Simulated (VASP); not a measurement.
# GaN (I-4m2) in VASP: notebook, part 2 of 2

VASP 6.6.1. Earlier steps stand in the parts before.

## (5) Single point, PBEsol (in-plane strain +0.02)

Contents of INCAR:

```
SYSTEM = GaN
PREC = Accurate ; ENCUT = 520
EDIFF = 1E-6 ; ISMEAR = 0
SIGMA = 0.01 ; LREAL = .False.
LASPH = .True. ; NELM = 80
ALGO = Normal ; ISIF = 2
LWAVE = .False. ; LCHARG = .False.
GGA = PS ; NBANDS = 16
```

Contents of KPOINTS:

```
Automatic mesh
0
Gamma
  10 10 10
  0 0 0
```

Contents of POSCAR:

```
GaN
1.0
    2.2941200172      2.2941200172      0.0000000000
   -2.2941200172      2.2941200172      0.0000000000
    0.0000000000      2.2941200172      2.2221476245
Ga N
1 1
Direct
    0.0000000000      0.0000000000      0.0000000000
    0.2500000000      0.7500000000      0.5000000000
```

Potentials or basis: VASP PAW PBE potentials, release 64 (Ga_d, N).

Command:

```sh
> cat potpaw_PBE.64/Ga_d/POTCAR potpaw_PBE.64/N/POTCAR > POTCAR
> mpirun -np 1 vasp_std > vasp.out
```

OUTCAR:

```text
SYSTEM = GaN
   PREC = Accurate
   ENCUT = 520
   EDIFF = 1E-6
   ISMEAR = 0
   LREAL = .False.
   LASPH = .True.
   NELM = 80
   ISIF = 2
   GGA = PS

 ion  position               nearest neighbor table
   1  0.000  0.000  0.000-   2 1.97   2 1.97   2 1.97   2 1.97
   2  0.250  0.750  0.500-   1 1.97   1 1.97   1 1.97   1 1.97

  LATTYP: Found a body centered tetragonal cell.
 ALAT       =     3.2443756420
 C/A-ratio  =     1.3698460781

  Lattice vectors:

 A1 = (   2.2941200172,   0.0000000000,  -2.2221476245)
 A2 = (  -2.2941200172,   0.0000000000,  -2.2221476245)
 A3 = (   0.0000000000,   2.2941200172,   2.2221476245)

Analysis of symmetry for initial positions (statically):
=====================================================================
 Subroutine PRICEL returns:
 Original cell was already a primitive cell.

 Routine SETGRP: Setting up the symmetry group for a
 body centered tetragonal supercell.

 Subroutine GETGRP returns: Found  8 space group operations
 (whereof  8 operations were pure point group operations)
 out of a pool of 16 trial point group operations.

[... 156 lines left out ...]
  ext. energy  EPLUGINS =         0.00000000
  ---------------------------------------------------
  free energy    TOTEN  =       -13.10614299 eV

  energy without entropy =      -13.10614299  energy(sigma->0) =      -13.10614299

 E-fermi :   5.1736     XC(G=0): -11.7869

 val. band max:        5.0079328047   @ k =   0.0000   0.0000   0.0000
 cond. band min:       6.4565214171   @ k =   0.0000   0.0000   0.0000
 fundamental gap:      1.4485886124
 Fermi energy:         5.1736120130

 k-point     1 :       0.0000    0.0000    0.0000
  band No.  band energies     occupation
      1     -10.8298      2.00000
      2      -8.4816      2.00000
      3      -8.4816      2.00000
      4      -8.4497      2.00000
      5      -8.1694      2.00000
      6      -8.1680      2.00000
[... 433 lines left out ...]
      3      -8.2556      2.00000
      4      -8.2158      2.00000
      5      -8.1410      2.00000
      6      -6.4315      2.00000
[... 8 lines left out ...]
     15      24.3474      0.00000
     16      27.0922      0.00000

 [... further k-points ...]
[... 5 lines left out ...]
  --------------------------------------------------------------------------------------
  -------------------------------------------------------------------------------------
  Total       -0.9322343     -0.9322343     -0.3849809      0.0000000      0.0000000     -0.0000000
  in kB      -63.8558203    -63.8558203    -26.3702724      0.0000000      0.0000000     -0.0000000
  external PRESSURE =     -51.3606377 kB  Pullay stress =       0.0000000 kB

 VOLUME and BASIS-vectors are now :
 -----------------------------------------------------------------------------
  energy-cutoff  :      520.00
  volume of cell :       23.39
      direct lattice vectors                 reciprocal lattice vectors
     2.294120017  2.294120017  0.000000000     0.217948493  0.217948493 -0.225007553
    -2.294120017  2.294120017  0.000000000    -0.217948493  0.217948493 -0.225007553
     0.000000000  2.294120017  2.222147624     0.000000000  0.000000000  0.450015107

 POSITION                                       TOTAL-FORCE (eV/Angst)
 -----------------------------------------------------------------------------------
      0.00000      0.00000      0.00000         0.000000      0.000000      0.000000
     -1.14706      3.44118      1.11107        -0.000000     -0.000000      0.000000
 -----------------------------------------------------------------------------------
    total drift:                                0.000003      0.000000     -0.000000

  FREE ENERGIE OF THE ION-ELECTRON SYSTEM (eV)
  ---------------------------------------------------
  free  energy   TOTEN  =       -13.1061429938 eV

  energy  without entropy=      -13.1061429938  energy(sigma->0) =      -13.10614299
```

stdout:

```text
POSCAR found type information on POSCAR GaN
 POSCAR found :  2 types and       2 ions
 scaLAPACK will be used
 -----------------------------------------------------------------------------
|                                                                             |
|                                                                             |
|     You enforced a specific xc type in the INCAR file but a different       |
|     I HOPE YOU KNOW WHAT YOU ARE DOING!                                     |
|                                                                             |
 -----------------------------------------------------------------------------

 LDA part: xc-table for (Slater+PW92), standard interpolation
 POSCAR, INCAR and KPOINTS ok, starting setup
 FFT: planning ... GRIDC
 FFT: planning ... GRID_SOFT
 FFT: planning ... GRID
 WAVECAR not read
 entering main loop
```

Run time: 60 s. Hardware: 1 thread of AMD EPYC 7R13, shared host; peak memory 0.13 GiB.

What came out:

```yaml
Free_energy: -13.1061 eV
Pressure: -5.1 GPa
Band_gap_on_the_k_mesh: 1.45 eV, direct
```

Levels at points of the mesh, in eV from the valence-band top:
```tsv
k point	band 5	band 6	band 7	band 8	band 9	band 10	band 11	band 12	band 13	band 14
(0.00, 0.00, 0.00)	-13.18	-13.18	-0.14	-0.14	0.00	1.45	9.92	10.01	10.01	17.01
(0.50, 0.00, 0.00)	-13.12	-11.92	-7.06	-1.16	-0.93	4.30	8.43	9.83	10.32	15.14
(0.50, 0.50, 0.00)	-13.11	-11.55	-6.29	-2.67	-2.66	3.20	6.51	11.18	13.25	13.96
(0.00, 0.00, 0.50)	-13.09	-11.38	-5.95	-2.91	-2.91	3.00	6.00	11.62	13.44	13.44
```

Caveat: the cell differs from its parent crystal (in-plane strain +0.02); the PAW data sets were made with another functional, which shifts forces and pressure a little.

## (6) The runs side by side

| cell | gap on the mesh (eV) | pressure (GPa) |
| --- | --- | --- |
| a = 3.197, b = 3.197, c = 3.184 Å, angles 59.9, 59.9, 90.0°, 2 atoms | 1.65 | -1.5 |
| a = 3.213, b = 3.213, c = 3.179 Å, angles 59.7, 59.7, 90.0°, 2 atoms | 1.60 | -1.9 |
| a = 3.213, b = 3.213, c = 3.187 Å, angles 59.7, 59.7, 90.0°, 2 atoms | 1.58 | -2.8 |
| a = 3.244, b = 3.244, c = 3.194 Å, angles 59.5, 59.5, 90.0°, 2 atoms | 1.45 | -5.1 |

Alike in all rows: task single point; level PBEsol; potentials or basis VASP PAW PBE potentials, release 64 (Ga_d, N); no spin polarisation; k mesh 10 × 10 × 10; cutoff (eV) 520; smearing gaussian 0.01 eV.

Caveats: the PAW data sets were made with another functional, which shifts forces and pressure a little.

Total energies depend on the potentials used, so only differences within one code and one set of settings carry meaning.
